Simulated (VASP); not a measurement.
Write the native input for VASP 6.6.1 that does the following.

| Quantity | Value |
| --- | --- |
| Task | single point |
| Functional | PBE |
| Potentials or basis | VASP PAW PBE potentials, release 64 (Se, Ga_d) |
| Cutoff | 520 eV |
| k mesh | 5 × 5 × 5 |
| Occupations | fermi-dirac, width 0.05 eV |
| Spin | no spin polarisation |
| Dipole correction | no |
| Further INCAR settings | ALGO = Normal; EDIFF = 1e-06; NBANDS = 30 |

The structure of Ga3Se lies in POSCAR:

```
Ga3Se
1.0
    4.6097636000      0.0000000000      0.0000000000
    0.0000000000      4.6097636000      0.0000000000
    0.0000000000      0.0000000000      4.4324650000
Se Ga
1 3
Direct
    0.0000000000      0.0000000000      0.0000000000
    0.5000000000      0.5000000000      0.0000000000
    0.5000000000      0.0000000000      0.5000000000
    0.0000000000      0.5000000000      0.5000000000
```

The input as run:

INCAR

```
SYSTEM = Ga3Se
PREC     = Accurate       ! precision mode
ENCUT    = 520            ! plane-wave cutoff, eV
EDIFF    = 1E-6           ! SCF threshold, eV
ISMEAR   = -1             ! smearing method
SIGMA    = 0.05           ! smearing width, eV
LREAL    = .False.        ! projectors in reciprocal space
LASPH    = .True.         ! aspherical terms in the spheres
NELM     = 80             ! most SCF steps
ALGO     = Normal         ! electronic algorithm
ISIF     = 2              ! what is computed and relaxed
LWAVE    = .False.        ! write WAVECAR
LCHARG   = .False.        ! write CHGCAR
GGA      = PE             ! functional
NBANDS   = 30             ! bands
```

KPOINTS

```
Automatic mesh
0
Gamma
  5 5 5
  0 0 0
```

Potentials or basis: VASP PAW PBE potentials, release 64 (Se, Ga_d).

Launch:

```sh
$ cat potpaw_PBE.64/Se/POTCAR potpaw_PBE.64/Ga_d/POTCAR > POTCAR
$ mpirun -np 1 vasp_std > vasp.out
```

It gave:

```
Pressure : -2.6 GPa
```

Run time: 93 s on 1 thread of Intel Xeon 6975P-C, with other jobs on the host, peak memory 0.22 GiB.
